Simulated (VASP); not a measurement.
NaTi:

```
Na Ti
1.0
     1.45782    0.84167    4.64343
    -1.45782    0.84167    4.64343
     0.00000   -1.68335    4.64343
Na Ti
1 1
Direct
  0.00000 0.00000 0.00000
  0.50000 0.50000 0.50000
```

```yaml
Program: VASP 6.6.1
Task: relaxation of cell and atoms
Functional: PBE
Potentials_or_basis: VASP PAW PBE potentials, release 64 (Na_pv, Ti_sv)
Cutoff: 600 eV
k_mesh: 6 × 6 × 6
Occupations: gaussian, width 0.1 eV
Spin: no spin polarisation
```

At the start: pressure 15.2 GPa; volume 17.09 Å³/atom.

Question: Where does the relaxation end?

Answer: Over 10 steps the energy falls by 406.4 meV/atom and the volume is 21.45 Å³/atom (+25.5 %); space group R-3m (No. 166, to 0.1 Å) before and after.

The path:
```tsv
step	energy change (eV)	largest force (eV/Å)	pressure (GPa)	volume (Å³)
1	0.0000	0.0000	15.17	34.19
2	-0.3508	0.0000	2.75	42.70
3	-0.3221	0.0000	-1.26	49.62
4	-0.5797	0.0000	-5.49	51.48
5	-0.6098	0.0000	-4.90	50.09
6	-0.7970	0.0000	-0.92	43.88
7	-0.8073	0.0000	0.43	42.45
8	-0.8075	0.0000	0.64	42.25
9	-0.8125	0.0000	0.23	42.72
10	-0.8129	0.0000	0.06	42.90
```

Final structure:
```cif
data_structure
_symmetry_space_group_name_H-M 'P 1'
_symmetry_Int_Tables_number 1
_cell_length_a 6.2176
_cell_length_b 6.2176
_cell_length_c 6.2176
_cell_angle_alpha 26.739
_cell_angle_beta 26.739
_cell_angle_gamma 26.739
_cell_volume 42.90
loop_
_atom_site_label
_atom_site_type_symbol
_atom_site_fract_x
_atom_site_fract_y
_atom_site_fract_z
_atom_site_occupancy
Na1 Na 0.00000 0.00000 0.00000 1
Ti1 Ti 0.50000 0.50000 0.50000 1
```

Caveat: the k points lie up to 0.42 Å⁻¹ apart in the final cell, too coarse for converged energies and pressures of a metal; the volume moved by over 15 % at a fixed basis, so the end points are rough.
